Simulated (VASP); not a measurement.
Na2ClF:

```
F Cl Na
1.0
     1.81069    1.04540    5.92066
    -1.81069    1.04540    5.92066
     0.00000   -2.09080    5.92066
F Cl Na
1 1 2
Direct
  0.00000 0.00000 0.00000
  0.50000 0.50000 0.50000
  0.26344 0.26344 0.26344
  0.73656 0.73656 0.73656
```

Base run:

| Item | Value |
| --- | --- |
| Program | VASP 6.6.1 |
| Functional | PBE |
| Potentials or basis | VASP PAW PBE potentials, release 64 (F, Cl, Na_pv) |
| Cutoff | 520 eV |
| k mesh | 6 × 6 × 6 |
| Occupations | gaussian, width 0.01 eV |
| Spin | no spin polarisation |

Its results: band gap on the k mesh 4.34 eV, direct; pressure 1.9 GPa; largest force 0.033 eV/Å.

**Question.** The run is repeated on the same cell with these changes: functional from PBE to r2SCAN; further incar settings from ALGO = Normal; EDIFF = 1e-06; NBANDS = 22 to ALGO = Normal; EDIFF = 1e-07; NBANDS = 22. What comes out?

**Answer.** Band gap on the k mesh 5.05 eV, direct; pressure -0.4 GPa; largest force 0.003 eV/Å.

Caveats: the PAW data sets were made with another functional, which shifts forces and pressure a little (some runs).

A k mesh can miss the band edges.
